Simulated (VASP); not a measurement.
# Zn15Se16 (a cell with a defect) in VASP: single point with PBE

Aim: the single point of Zn15Se16 (a cell with a defect) with PBE.

All numbers are computed with VASP 6.6.1; they aren't measurements. Logs are shortened: lines on timing, memory, paths and dates and some standing lists are left out, and cuts for length are marked.

**1. The cell of the first run**

The cell holds a defect, 31 atoms: a = 9.928 Å, b = 9.928 Å, c = 9.928 Å, α = 109.47°, β = 109.47°, γ = 109.47°.

**2. Single point, PBE**

Input file INCAR:

```
PREC = Accurate
ENCUT = 520
EDIFF = 1E-6
ISMEAR = 0
SIGMA = 0.02
LREAL = Auto
LASPH = True
NELM = 100
ALGO = Normal
ISIF = 2
LWAVE = False
LCHARG = False
GGA = PE
NELECT = 278.0
NBANDS = 159
```

Input file KPOINTS:

```
Automatic mesh
0
Gamma
  2 2 2
  0.5 0.5 0.5
```

Input file POSCAR:

```
Zn15Se16
1.0
   -5.7317611784     -5.7317611784      5.7317611784
    5.7317611784      5.7317611784      5.7317611784
   -5.7317611784      5.7317611784     -5.7317611784
Zn Se
15 16
Direct
    0.2499999486      0.5112707785      0.2537361475
    0.5037360961      0.5112707785      0.0000000000
    0.7575346154      0.4962638727      0.7462639086
    0.5037361834      0.7500000203      0.7612708144
    0.2500000358      0.0037361989      0.7612708144
   -0.0037361117      0.4962638727      0.5075346668
    0.7500000203      0.7500000203      0.5000000717
    0.4887291904     -0.0112707941      0.4924653021
    0.2500000358      0.2500000358      0.5000000717
    0.0112707069      0.7499999330      0.2537360603
    0.7424653379     -0.0112707941      0.2387291545
    0.4887292776      0.2424653534      0.2387292417
    0.0112707941      0.0037361117      0.0000000000
    0.7500000203      0.2499999486      0.0000000000
   -0.0037361117      0.2575346310      0.7462639086
    0.0009860844      0.2519895639      0.0000000000
    0.2500000358      0.2519894767      0.7509861046
    0.0116500841      0.5116500686      0.7616501044
    0.4989966279      0.2480105077      0.4980105436
    0.2500000358      0.5009860688      0.5019895126
    0.0009860844      0.7500000203      0.5019895126
    0.7480104922      0.2480104205      0.2489965921
    0.4990139001      0.5010034282      0.2490139515
    0.2499999486      0.7499999330      0.2383498645
    0.0010034438     -0.0009860844      0.2490139515
    0.7519895484      0.5009860688      0.0000000000
    0.4883499003      0.7500000203      0.0000000000
    0.2500000358     -0.0116500841      0.0000000000
    0.7519894612      0.7500000203      0.7509861046
    0.4990139001     -0.0009860844      0.7510034640
    0.7480104922     -0.0010034438      0.4980104563
```

Potentials or basis: VASP PAW PBE potentials, release 64 (Zn, Se).

Launch:

```bash
cat potpaw_PBE.64/Zn/POTCAR potpaw_PBE.64/Se/POTCAR > POTCAR
mpirun -np 1 vasp_std > vasp.out
```

OUTCAR:

```text
PREC = Accurate
   ENCUT = 520
   EDIFF = 1E-6
   ISMEAR = 0
   LREAL = Auto
   LASPH = True
   NELM = 100
   ISIF = 2
   GGA = PE
   NELECT = 278.0

 ion  position               nearest neighbor table
   1  0.250  0.511  0.254-  24 2.43  20 2.50  16 2.52  23 2.52
   2  0.504  0.511  0.000-  27 2.43  26 2.50  17 2.52  23 2.52
   3  0.758  0.496  0.746-  18 2.43  19 2.50  26 2.52  29 2.52
   4  0.504  0.750  0.761-  27 2.43  29 2.50  30 2.52  20 2.52
   5  0.250  0.004  0.761-  28 2.43  17 2.50  30 2.52  21 2.52
   6  0.996  0.496  0.508-  18 2.43  22 2.50  20 2.52  21 2.52
[... 9 lines left out ...]
  16  0.001  0.252  0.000-  14 2.49  13 2.50  15 2.52   1 2.52
  17  0.250  0.252  0.751-   9 2.49   5 2.50   2 2.52  15 2.52
  18  0.012  0.512  0.762-   6 2.43  15 2.43   3 2.43
  19  0.499  0.248  0.498-   9 2.49   3 2.50   8 2.52  12 2.52
  20  0.250  0.501  0.502-   9 2.49   1 2.50   6 2.52   4 2.52
  21  0.001  0.750  0.502-   7 2.49  10 2.50   6 2.52   5 2.52
  22  0.748  0.248  0.249-  14 2.49   6 2.50  11 2.52  12 2.52
  23  0.499  0.501  0.249-   7 2.49  12 2.50   2 2.52   1 2.52
  24  0.250  0.750  0.238-   1 2.43  10 2.43   8 2.43
  25  0.001  0.999  0.249-   9 2.49  11 2.50  10 2.52  13 2.52
  26  0.752  0.501  0.000-  14 2.49   2 2.50  10 2.52   3 2.52
  27  0.488  0.750  0.000-  11 2.43   4 2.43   2 2.43
  28  0.250  0.988  0.000-   5 2.43  13 2.43  12 2.43
  29  0.752  0.750  0.751-   7 2.49   4 2.50  13 2.52   3 2.52
  30  0.499  0.999  0.751-  14 2.49   8 2.50   5 2.52   4 2.52
  31  0.748  0.999  0.498-   7 2.49  15 2.50  11 2.52   8 2.52

  LATTYP: Found a body centered cubic cell.
 ALAT       =    11.4635223568

  Lattice vectors:

 A1 = (  -5.7317611784,  -5.7317611784,   5.7317611784)
 A2 = (   5.7317611784,   5.7317611784,   5.7317611784)
 A3 = (  -5.7317611784,   5.7317611784,  -5.7317611784)

Analysis of symmetry for initial positions (statically):
=====================================================================
 Subroutine PRICEL returns:
 Original cell was already a primitive cell.

 Routine SETGRP: Setting up the symmetry group for a
 body centered cubic supercell.

 Subroutine GETGRP returns: Found 24 space group operations
 (whereof  2 operations were pure point group operations)
 out of a pool of 48 trial point group operations.

The static configuration has the point symmetry C_1h.
 The point group associated with its full space group is T_d .

Analysis of symmetry for dynamics (positions and initial velocities):
=====================================================================
 Subroutine PRICEL returns:
 Original cell was already a primitive cell.

 Routine SETGRP: Setting up the symmetry group for a
 body centered cubic supercell.

 Subroutine GETGRP returns: Found 24 space group operations
 (whereof  2 operations were pure point group operations)
 out of a pool of 48 trial point group operations.

The dynamic configuration has the point symmetry C_1h.
 The point group associated with its full space group is T_d .

 Subroutine INISYM returns: Found 24 space group operations
 (whereof  2 operations are pure point group operations),
 and found     1 'primitive' translations

----------------------------------------------------------------------------------------

                                     Primitive cell

  volume of cell :     753.2242

  direct lattice vectors                    reciprocal lattice vectors
    -5.731761178 -5.731761178  5.731761178    -0.087233223  0.000000000  0.087233223
     5.731761178  5.731761178  5.731761178     0.000000000  0.087233223  0.087233223
    -5.731761178  5.731761178 -5.731761178    -0.087233223  0.087233223  0.000000000

  length of vectors
     9.927701578  9.927701578  9.927701578     0.123366407  0.123366407  0.123366407

  position of ions in fractional coordinates (direct lattice)
     0.249999949  0.511270778  0.253736147
     0.503736096  0.511270778  0.000000000
     0.757534615  0.496263873  0.746263909
     0.503736183  0.750000020  0.761270814
     0.250000036  0.003736199  0.761270814
     0.996263888  0.496263873  0.507534667
[... 23 lines left out ...]
     0.499013900  0.999013916  0.751003464
     0.748010492  0.998996556  0.498010456

  ion indices of the primitive-cell ions
   primitive index   ion index
                 1           1
                 2           2
                 3           3
                 4           4
                 5           5
                 6           6
[... 23 lines left out ...]
                30          30
                31          31

----------------------------------------------------------------------------------------

 KPOINTS: Automatic mesh

Automatic generation of k-mesh.
 Grid dimensions read from file:
 generate k-points for:    2    2    2

 Generating k-lattice:

  Cartesian coordinates                     Fractional coordinates (reciprocal lattice)
    -0.043616611  0.000000000  0.043616611     0.500000000  0.000000000  0.000000000
     0.000000000  0.043616611  0.043616611     0.000000000  0.500000000  0.000000000
    -0.043616611  0.043616611  0.000000000     0.000000000  0.000000000  0.500000000

  Length of vectors
     0.061683203  0.061683203  0.061683203

  Shift w.r.t. Gamma in fractional coordinates (k-lattice)
     0.500000000  0.500000000  0.500000000

 Subroutine IBZKPT returns following result:
 ===========================================

 Found      2 irreducible k-points:

 Following reciprocal coordinates:
            Coordinates               Weight
  0.250000  0.250000  0.250000      2.000000
 -0.250000  0.250000  0.250000      6.000000
   k-points           NKPTS =      2   k-points in BZ     NKDIM =      2   number of bands    NBANDS=    159
   number of dos      NEDOS =    301   number of ions     NIONS =     31
   total plane-waves  NPLWV = 512000
   dimension x,y,z NGX =    80 NGY =   80 NGZ =   80
   dimension x,y,z NGXF=   160 NGYF=  160 NGZF=  160
   ions per type =              15  16
   NGX,Y,Z   is equivalent  to a cutoff of  13.40, 13.40, 13.40 a.u.
   NGXF,Y,Z  is equivalent  to a cutoff of  26.79, 26.79, 26.79 a.u.
 SYSTEM =  unknown system
   PREC   = accura    normal or accurate (medium, high low for compatibility)
   ISTART =      0    job   : 0-new  1-cont  2-samecut
   ICHARG =      2    charge: 1-file 2-atom 10-const
   ISPIN  =      1    spin polarized calculation?
   LNONCOLLINEAR =      F non collinear calculations
   LSORBIT =      F    spin-orbit coupling
   LASPH  =      T    aspherical Exc in radial PAW
   ENCUT  =  520.0 eV  38.22 Ry    6.18 a.u.  18.46 18.46 18.46*2*pi/ulx,y,z
   NELM   =    100;   NELMIN=  2; NELMDL= -5     # of ELM steps
   EDIFF  = 0.1E-05   stopping-criterion for ELM
   LREAL  =      T    real-space projection
   EDIFFG = 0.1E-04   stopping-criterion for IOM
   NSW    =      0    number of steps for IOM
[... 5 lines left out ...]
   TEBEG  =    0.0;   TEEND  =   0.0 temperature during run
   PSTRESS=    0.0 pullay stress
   NELECT =     278.0000    total number of electrons
   NUPDOWN=      -1.0000    fix difference up-down
   EMIN   =  10.00;   EMAX   =-10.00  energy-range for DOS
   EFERMI =   0.00;   METHOD = LEGACY
   ISMEAR =     0;   SIGMA  =   0.02  broadening in eV -4-tet -1-fermi 0-gaus
   EFERMI_NEDOS =   21; number of points for ismear=-14 and -15
   IALGO  =     38    algorithm
   IMIX   =      4    mixing-type and parameters
     AMIX     =   0.40;   BMIX     =  1.00
     AMIX_MAG =   1.60;   BMIX_MAG =  1.00
  volume/ion in A,a.u.               =      24.30       163.97
  Fermi-wavevector in a.u.,A,eV,Ry     =   1.174307  2.219119 18.762395  1.378997
  Thomas-Fermi vector in A             =   2.310706
   LORBIT       =      0    0 simple, 1 ext, 2 COOP (PROOUT), +10 PAW based schemes
   GGA     = PE    functional components
   LHFCALC =     F    Hartree Fock is set to
   AEXX    =    0.0000 exact exchange contribution
   IVDW    =     0    specifies the selected vdW correction
   LEPSILON=     F    determine dielectric tensor
   LRPA    =     F    only Hartree local field effects (RPA)
 non-spin polarized calculation
 Gauss-broadening in eV      SIGMA  =   0.02
  energy-cutoff  :      520.00
  volume of cell :      753.22
 maximum number of plane-waves:     20329
 NGX is ok and might be reduce to    80
   NGX = 37   NGY = 37   NGZ = 37

 number of electron     277.9999938 magnetization

 Free energy of the ion-electron system (eV)
  ---------------------------------------------------
  ext. energy  EPLUGINS =         0.00000000
  ---------------------------------------------------
  free energy    TOTEN  =       -89.96577230 eV

  energy without entropy =      -89.96577230  energy(sigma->0) =      -89.96577230

 E-fermi :   1.1774     XC(G=0):  -9.1011

 val. band max:        1.0785394696   @ k =   0.2500   0.2500   0.2500
 cond. band min:       3.8051774785   @ k =  -0.2500   0.2500   0.2500
 fundamental gap:      2.7266380089
 Fermi energy:         1.1773992682

 k-point     1 :       0.2500    0.2500    0.2500
  band No.  band energies     occupation
      1     -11.5246      2.00000
      2     -11.5246      2.00000
      3     -11.5246      2.00000
      4     -11.3632      2.00000
      5     -11.0495      2.00000
      6     -11.0495      2.00000
[... 143 lines left out ...]
    150       4.8582      0.00000
    151       4.8582      0.00000

 k-point     2 :      -0.2500    0.2500    0.2500
  band No.  band energies     occupation
      1     -11.6990      2.00000
      2     -11.3691      2.00000
      3     -11.3129      2.00000
      4     -11.3129      2.00000
      5     -11.2760      2.00000
      6     -11.1375      2.00000
[... 143 lines left out ...]
    150       5.2131      0.00000
    151       5.2131      0.00000
 [bands above 151 left out]

------------------------ aborting loop because EDIFF is reached ----------------------------------------

  FORCE on cell =-STRESS in cart. coord.  units (eV):
  Direction    XX          YY          ZZ          XY          YZ          ZX
  --------------------------------------------------------------------------------------
  -------------------------------------------------------------------------------------
  Total       12.0809296     12.0809296     12.0809296     -0.0000000     -0.0000000      0.0000000
  in kB       25.6972520     25.6972520     25.6972520     -0.0000000     -0.0000000      0.0000000
  external PRESSURE =      25.6972520 kB  Pullay stress =       0.0000000 kB

 VOLUME and BASIS-vectors are now :
 -----------------------------------------------------------------------------
  energy-cutoff  :      520.00
  volume of cell :      753.22
      direct lattice vectors                 reciprocal lattice vectors
    -5.731761178 -5.731761178  5.731761178    -0.087233223  0.000000000  0.087233223
     5.731761178  5.731761178  5.731761178     0.000000000  0.087233223  0.087233223
    -5.731761178  5.731761178 -5.731761178    -0.087233223  0.087233223  0.000000000

 POSITION                                       TOTAL-FORCE (eV/Angst)
 -----------------------------------------------------------------------------------
      0.04319      2.95190      2.90907        -0.011022      0.001122     -0.011022
      0.04319      0.04319      5.81778        -0.011022     -0.011022      0.001122
     -5.77495      2.77987      2.90907         0.011022     -0.001122     -0.011022
     -2.95190      5.77495      2.82269        -0.001122     -0.011022      0.011022
     -5.77495      2.95190     -2.90907         0.011022      0.001122      0.011022
     -5.77495      0.04319      5.64575         0.011022     -0.011022     -0.001122
[... 23 lines left out ...]
     -1.43869      7.17045      4.28177         0.002674     -0.002674     -0.007560
     -1.41588      4.29307      7.15895         0.007560      0.002674      0.002674
 -----------------------------------------------------------------------------------
    total drift:                               -0.000279     -0.001523      0.000614

  FREE ENERGIE OF THE ION-ELECTRON SYSTEM (eV)
  ---------------------------------------------------
  free  energy   TOTEN  =       -89.9657722987 eV

  energy  without entropy=      -89.9657722987  energy(sigma->0) =      -89.96577230
```

Run time: 5.8 min. Hardware: 1 thread of Intel Xeon 6975P-C (Granite Rapids), shared host; peak memory 1 GiB.

What came out:

```yaml
Free_energy: -89.9658 eV
Largest_force: 0.019 eV/Å
```

Forces on the atoms (eV/Å):
```
Zn  -0.011  0.001 -0.011
Zn  -0.011 -0.011  0.001
Zn   0.011 -0.001 -0.011
Zn  -0.001 -0.011  0.011
Zn   0.011  0.001  0.011
Zn   0.011 -0.011 -0.001
Zn   0.000  0.000  0.000
Zn  -0.011  0.011 -0.001
Zn   0.000  0.000  0.000
Zn  -0.001  0.011 -0.011
Zn  -0.011 -0.001  0.011
Zn   0.001  0.011  0.011
Zn   0.011  0.011  0.001
Zn   0.000  0.000  0.000
Zn   0.001 -0.011 -0.011
Se  -0.003 -0.003  0.008
Se  -0.003  0.008 -0.003
Se  -0.011  0.011  0.011
Se  -0.003 -0.008  0.003
Se   0.003  0.008  0.003
Se  -0.008 -0.003  0.003
Se  -0.003  0.003 -0.008
Se   0.008 -0.003 -0.003
Se   0.011 -0.011  0.011
Se   0.003 -0.008 -0.003
Se   0.003  0.003  0.008
Se   0.011  0.011 -0.011
Se  -0.011 -0.011 -0.011
Se  -0.008  0.003 -0.003
Se   0.003 -0.003 -0.008
Se   0.008  0.003  0.003
```

Caveat: the cell carries a net charge on a neutralising background, which shifts energy and pressure; the cell is charged against a uniform background, so pressure and absolute levels hang on convention.
